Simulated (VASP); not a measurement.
# Ge3S4 (P-3m1) in VASP: a series of runs, part 2 of 2

VASP 6.6.1.

## (3) Single point, PBE+D3(BJ)

This run uses another cell than the first one, of 22.81 Å³/atom.

INCAR

```
SYSTEM = Ge3S4
PREC = Accurate ; ENCUT = 520
EDIFF = 1E-6 ; ISMEAR = 0
SIGMA = 0.1 ; LREAL = .False.
LASPH = .True. ; NELM = 100
ALGO = Normal ; ISIF = 2
LWAVE = .False. ; LCHARG = .False.
GGA = PE ; IVDW = 12
NBANDS = 42
```

KPOINTS

```
Automatic mesh
0
Gamma
  6 6 2
  0 0 0
```

POSCAR

```
Ge3S4
1.0
    3.5981786121      0.0000000000      0.0000000000
   -1.7990893061      3.1161140855      0.0000000000
    0.0000000000      0.0000000000     14.2397781249
Ge S
3 4
Direct
    0.6666666667      0.3333333333      0.2245462457
    0.0000000000      0.0000000000      0.5000000000
    0.3333333333      0.6666666667      0.7754537543
    0.3333333333      0.6666666667      0.9195037308
    0.6666666667      0.3333333333      0.0804962692
    0.0000000000      0.0000000000      0.3153518138
    0.0000000000      0.0000000000      0.6846481862
```

Potentials or basis: VASP PAW PBE potentials, release 64 (Ge_d, S).

Launch:

```
$ cat potpaw_PBE.64/Ge_d/POTCAR potpaw_PBE.64/S/POTCAR > POTCAR
$ mpirun -np 1 vasp_std > vasp.out
```

OUTCAR:

```text
SYSTEM = Ge3S4
   PREC = Accurate
   ENCUT = 520
   EDIFF = 1E-6
   ISMEAR = 0
   LREAL = .False.
   LASPH = .True.
   NELM = 100
   ISIF = 2
   GGA = PE
   IVDW = 12
 IVDW          = 12

 ion  position               nearest neighbor table
   1  0.667  0.333  0.225-   5 2.05   6 2.45   6 2.45   6 2.45
   2  0.000  0.000  0.500-   6 2.63   7 2.63
   3  0.333  0.667  0.775-   4 2.05   7 2.45   7 2.45   7 2.45
   4  0.333  0.667  0.920-   3 2.05
   5  0.667  0.333  0.080-   1 2.05
   6  0.000  0.000  0.315-   1 2.45   1 2.45   1 2.45   2 2.63
   7  0.000  0.000  0.685-   3 2.45   3 2.45   3 2.45   2 2.63

  LATTYP: Found a hexagonal cell.
 ALAT       =     3.5981786121
 C/A-ratio  =     3.9574961835

  Lattice vectors:

 A1 = (   3.5981786121,   0.0000000000,   0.0000000000)
 A2 = (  -1.7990893061,   3.1161140855,   0.0000000000)
 A3 = (   0.0000000000,   0.0000000000,  14.2397781249)

Analysis of symmetry for initial positions (statically):
=====================================================================
 Subroutine PRICEL returns:
 Original cell was already a primitive cell.

 Routine SETGRP: Setting up the symmetry group for a
 hexagonal supercell.

 Subroutine GETGRP returns: Found 12 space group operations
 (whereof 12 operations were pure point group operations)
 out of a pool of 24 trial point group operations.

The static configuration has the point symmetry D_3d.

Analysis of symmetry for dynamics (positions and initial velocities):
=====================================================================
 Subroutine PRICEL returns:
 Original cell was already a primitive cell.

 Routine SETGRP: Setting up the symmetry group for a
 hexagonal supercell.

 Subroutine GETGRP returns: Found 12 space group operations
 (whereof 12 operations were pure point group operations)
 out of a pool of 24 trial point group operations.

The dynamic configuration has the point symmetry D_3d.

 Subroutine INISYM returns: Found 12 space group operations
 (whereof 12 operations are pure point group operations),
 and found     1 'primitive' translations

----------------------------------------------------------------------------------------

                                     Primitive cell

  volume of cell :     159.6612

  direct lattice vectors                    reciprocal lattice vectors
     3.598178612  0.000000000  0.000000000     0.277918388  0.160456256  0.000000000
    -1.799089306  3.116114086  0.000000000     0.000000000  0.320912512  0.000000000
     0.000000000  0.000000000 14.239778125     0.000000000  0.000000000  0.070225813

  length of vectors
     3.598178612  3.598178612 14.239778125     0.320912512  0.320912512  0.070225813

  position of ions in fractional coordinates (direct lattice)
     0.666666667  0.333333333  0.224546246
     0.000000000  0.000000000  0.500000000
     0.333333333  0.666666667  0.775453754
     0.333333333  0.666666667  0.919503731
     0.666666667  0.333333333  0.080496269
     0.000000000  0.000000000  0.315351814
     0.000000000  0.000000000  0.684648186

  ion indices of the primitive-cell ions
[... 41 lines left out ...]
  0.166667  0.166667  0.000000      6.000000
  0.333333  0.166667  0.000000     12.000000
  0.333333  0.333333  0.000000      2.000000
  0.000000  0.000000  0.500000      1.000000
  0.166667  0.000000  0.500000      6.000000
  0.333333  0.000000  0.500000      6.000000
  0.500000  0.000000  0.500000      3.000000
  0.166667  0.166667  0.500000      6.000000
  0.333333  0.166667  0.500000     12.000000
  0.333333  0.333333  0.500000      2.000000
   k-points           NKPTS =     14   k-points in BZ     NKDIM =     14   number of bands    NBANDS=     42
   number of dos      NEDOS =    301   number of ions     NIONS =      7
   total plane-waves  NPLWV =  84672
   dimension x,y,z NGX =    28 NGY =   28 NGZ =  108
   dimension x,y,z NGXF=    56 NGYF=   56 NGZF=  216
   ions per type =               3   4
   NGX,Y,Z   is equivalent  to a cutoff of  12.94, 12.94, 12.61 a.u.
   NGXF,Y,Z  is equivalent  to a cutoff of  25.87, 25.87, 25.22 a.u.
 SYSTEM =  Ge3S4
   PREC   = accura    normal or accurate (medium, high low for compatibility)
   ISTART =      0    job   : 0-new  1-cont  2-samecut
   ICHARG =      2    charge: 1-file 2-atom 10-const
   ISPIN  =      1    spin polarized calculation?
   LNONCOLLINEAR =      F non collinear calculations
   LSORBIT =      F    spin-orbit coupling
   LASPH  =      T    aspherical Exc in radial PAW
   ENCUT  =  520.0 eV  38.22 Ry    6.18 a.u.   6.69  6.69 26.48*2*pi/ulx,y,z
   NELM   =    100;   NELMIN=  2; NELMDL= -5     # of ELM steps
   EDIFF  = 0.1E-05   stopping-criterion for ELM
   LREAL  =      F    real-space projection
   EDIFFG = 0.1E-04   stopping-criterion for IOM
   NSW    =      0    number of steps for IOM
   IBRION =     -1    ionic relax: 0-MD 1-quasi-New 2-CG
   NFREE  =      0    steps in history (QN), initial steepest desc. (CG)
   ISIF   =      2    stress and relaxation
   ISYM   =      2    0-nonsym 1-usesym 2-fastsym
   POTIM  = 0.5000    time-step for ionic-motion
   TEBEG  =    0.0;   TEEND  =   0.0 temperature during run
   PSTRESS=    0.0 pullay stress
   NELECT =      66.0000    total number of electrons
   NUPDOWN=      -1.0000    fix difference up-down
   EMIN   =  10.00;   EMAX   =-10.00  energy-range for DOS
   EFERMI =   0.00;   METHOD = LEGACY
   ISMEAR =     0;   SIGMA  =   0.10  broadening in eV -4-tet -1-fermi 0-gaus
   EFERMI_NEDOS =   21; number of points for ismear=-14 and -15
   IALGO  =     38    algorithm
   IMIX   =      4    mixing-type and parameters
     AMIX     =   0.40;   BMIX     =  1.00
     AMIX_MAG =   1.60;   BMIX_MAG =  1.00
  volume/ion in A,a.u.               =      22.81       153.92
  Fermi-wavevector in a.u.,A,eV,Ry     =   1.219522  2.304563 20.235053  1.487234
  Thomas-Fermi vector in A             =   2.354771
   LORBIT       =      0    0 simple, 1 ext, 2 COOP (PROOUT), +10 PAW based schemes
   GGA     = PE    functional components
   LHFCALC =     F    Hartree Fock is set to
   AEXX    =    0.0000 exact exchange contribution
   IVDW    =    12    specifies the selected vdW correction
   LEPSILON=     F    determine dielectric tensor
   LRPA    =     F    only Hartree local field effects (RPA)
 non-spin polarized calculation
 Gauss-broadening in eV      SIGMA  =   0.10
  energy-cutoff  :      520.00
  volume of cell :      159.66
 maximum number of plane-waves:      4337
 NGX is ok and might be reduce to    28
   NGX = 13   NGY = 13   NGZ = 53

 number of electron      66.0000009 magnetization

 Free energy of the ion-electron system (eV)
  ---------------------------------------------------
  ext. energy  EPLUGINS =         0.00000000
  ---------------------------------------------------
  free energy    TOTEN  =       -28.17867503 eV

  energy without entropy =      -28.15756722  energy(sigma->0) =      -28.16812113

 E-fermi :   4.3510     XC(G=0):  -9.4740

 val. band max:        4.3391181767   @ k =   0.3333   0.0000   0.5000
 cond. band min:       4.4015350760   @ k =   0.5000   0.0000   0.0000
 fundamental gap:      0.0624168993
 Fermi energy:         4.3510191856

 k-point     1 :       0.0000    0.0000    0.0000
  band No.  band energies     occupation
      1     -21.2676      2.00000
      2     -21.2676      2.00000
      3     -21.2676      2.00000
      4     -21.2676      2.00000
      5     -21.2618      2.00000
      6     -21.2617      2.00000
[... 619 lines left out ...]
     41       9.5977      0.00000
     42      10.2229      0.00000

------------------------ aborting loop because EDIFF is reached ----------------------------------------

 Edisp (eV)   -2.10751

 E8    (eV) :    -0.8483

  FORCE on cell =-STRESS in cart. coord.  units (eV):
  Direction    XX          YY          ZZ          XY          YZ          ZX
  --------------------------------------------------------------------------------------
  -------------------------------------------------------------------------------------
  Total      -0.04960    -0.04960    -0.17761     0.00000     0.00000    -0.00000
  in kB      -0.49768    -0.49768    -1.78231     0.00000     0.00000    -0.00000
  external pressure =       -0.93 kB  Pullay stress =        0.00 kB

 VOLUME and BASIS-vectors are now :
 -----------------------------------------------------------------------------
  energy-cutoff  :      520.00
  volume of cell :      159.66
      direct lattice vectors                 reciprocal lattice vectors
     3.598178612  0.000000000  0.000000000     0.277918388  0.160456256  0.000000000
    -1.799089306  3.116114086  0.000000000     0.000000000  0.320912512  0.000000000
     0.000000000  0.000000000 14.239778125     0.000000000  0.000000000  0.070225813

 POSITION                                       TOTAL-FORCE (eV/Angst)
 -----------------------------------------------------------------------------------
      1.79909      1.03870      3.19749        -0.000000      0.000000     -0.088147
      0.00000      0.00000      7.11989        -0.000000      0.000000     -0.000000
     -0.00000      2.07741     11.04229         0.000000      0.000000      0.088147
     -0.00000      2.07741     13.09353         0.000000     -0.000000     -0.095031
      1.79909      1.03870      1.14625        -0.000000      0.000000      0.095031
      0.00000      0.00000      4.49054        -0.000000     -0.000000     -0.009069
      0.00000      0.00000      9.74924         0.000000      0.000000      0.009069
 -----------------------------------------------------------------------------------
    total drift:                                0.000000     -0.000000      0.000000

  FREE ENERGIE OF THE ION-ELECTRON SYSTEM (eV)
  ---------------------------------------------------
  free  energy   TOTEN  =       -30.2861852521 eV

  energy  without entropy=      -30.2650774472  energy(sigma->0) =      -30.27563135
```

Wall time 3.1 min (1 thread of Intel Xeon 8259CL, shared host); peak memory 0.3 GiB.

What came out:

```
Free energy                : -30.2862 eV
Pressure                   : -0.1 GPa
Largest force              : 0.095 eV/Å
Band gap on the k mesh     : zero (bands 33 and 34 overlap by 1.53 eV)
Dispersion energy per atom : -0.301 eV
```

Forces in eV/Å, atoms in the order of the input:
```
Ge   0.000  0.000 -0.088
Ge   0.000  0.000  0.000
Ge   0.000  0.000  0.088
S    0.000  0.000 -0.095
S    0.000  0.000  0.095
S    0.000  0.000 -0.009
S    0.000  0.000  0.009
```

Levels at points of the mesh, in eV from the Fermi level:
| k point | band 29 | band 30 | band 31 | band 32 | band 33 | band 34 | band 35 | band 36 | band 37 | band 38 |
| --- | --- | --- | --- | --- | --- | --- | --- | --- | --- | --- |
| (0.00, 0.00, 0.00) | -0.48 | -0.48 | -0.18 | -0.11 | -0.02 | -0.02 | 2.26 | 3.04 | 3.04 | 3.09 |
| (0.50, 0.00, 0.00) | -2.82 | -2.13 | -2.07 | -1.24 | -0.33 | -0.14 | 0.05 | 1.19 | 1.98 | 2.03 |
| (0.00, 0.00, 0.50) | -0.91 | -0.48 | -0.48 | -0.01 | -0.01 | 0.18 | 2.10 | 2.91 | 2.91 | 3.24 |
| (0.50, 0.00, 0.50) | -2.92 | -2.26 | -2.25 | -1.23 | -0.35 | -0.16 | 0.36 | 1.17 | 1.80 | 2.07 |

## (4) Single point, PBE+D3(BJ)

This run uses another cell than the first one, of 22.64 Å³/atom.

INCAR

```
SYSTEM = Ge3S4
  PREC = Accurate
  ENCUT = 520
  EDIFF = 1E-6
  ISMEAR = 0
  SIGMA = 0.1
  LREAL = .False.
  LASPH = .True.
  NELM = 80
  ALGO = Normal
  ISIF = 2
  LWAVE = .False.
  LCHARG = .False.
  GGA = PE
  IVDW = 12
  NBANDS = 42
```

KPOINTS

```
Automatic mesh
0
Gamma
  12 12 4
  0 0 0
```

POSCAR

```
Ge3S4
1.0
    3.5829696329      0.0000000000      0.0000000000
   -1.7914848165      3.1029427230      0.0000000000
    0.0000000000      0.0000000000     14.2516084713
Ge S
3 4
Direct
    0.6666666667      0.3333333333      0.2240495603
    0.0000000000      0.0000000000      0.5000000000
    0.3333333333      0.6666666667      0.7759504397
    0.3333333333      0.6666666667      0.9199748206
    0.6666666667      0.3333333333      0.0800251794
    0.0000000000      0.0000000000      0.3160925387
    0.0000000000      0.0000000000      0.6839074613
```

Launch:

```
$ cat potpaw_PBE.64/Ge_d/POTCAR potpaw_PBE.64/S/POTCAR > POTCAR
$ mpirun -np 1 vasp_std > vasp.out
```

It took 18 min on 1 thread of Intel Xeon 8259CL, shared host; peak memory 0.5 GiB.

It converged, with:

| Property | Result |
| --- | --- |
| Free energy | -30.2786 eV |
| Pressure | -0.2 GPa |
| Largest force | 0.105 eV/Å |
| Band gap on the k mesh | zero (bands 33 and 34 overlap by 1.68 eV) |
| Dispersion energy per atom | -0.303 eV |

Forces in eV/Å, atoms in the order of the input:
```
Ge   0.000  0.000 -0.103
Ge   0.000  0.000  0.000
Ge   0.000  0.000  0.103
S    0.000  0.000 -0.105
S    0.000  0.000  0.105
S    0.000  0.000 -0.003
S    0.000  0.000  0.003
```

Stress tensor (GPa, compression positive):
```
-0.07  0.00  0.00
 0.00 -0.07  0.00
 0.00  0.00 -0.44
```

Levels at points of the mesh, in eV from the Fermi level:
| k point | band 31 | band 32 | band 33 | band 34 | band 35 | band 36 |
| --- | --- | --- | --- | --- | --- | --- |
| (0.00, 0.00, 0.00) | -0.14 | -0.05 | 0.00 | 0.00 | 2.30 | 3.07 |
| (0.50, 0.00, 0.00) | -2.07 | -1.26 | -0.32 | -0.15 | 0.02 | 1.16 |
| (0.00, 0.00, 0.50) | -0.48 | 0.01 | 0.01 | 0.25 | 2.14 | 2.95 |
| (0.50, 0.00, 0.50) | -2.25 | -1.25 | -0.35 | -0.17 | 0.36 | 1.10 |

## (5) Summary

```csv
cell,k mesh,gap on the mesh (eV),pressure (GPa),largest force (eV/Å)
"a = 3.634, b = 3.634, c = 12.823 Å, angles 90.0, 90.0, 120.0°, 7 atoms, atomic positions A",6 × 6 × 2,none,14.8,4.00
"a = 3.598, b = 3.598, c = 14.240 Å, angles 90.0, 90.0, 120.0°, 7 atoms, atomic positions B",6 × 6 × 2,none,-0.1,0.10
"a = 3.583, b = 3.583, c = 14.252 Å, angles 90.0, 90.0, 120.0°, 7 atoms, atomic positions C",12 × 12 × 4,none,-0.2,0.10
```

Alike in all rows: task single point; level PBE+D3(BJ); potentials or basis VASP PAW PBE potentials, release 64 (Ge_d, S); no spin polarisation; cutoff (eV) 520; smearing gaussian 0.1 eV.

Caveats: the stress differs along the axes, from 10 to 23 GPa (at least some runs); forces of over 1 eV/Å act on the atoms, so gaps and moduli don't describe the material at rest (at least some runs).

Total energies depend on the potentials used, so only differences within one code and one set of settings carry meaning.

The gap in the log of VASP goes by the Fermi energy; the results here count the filled bands.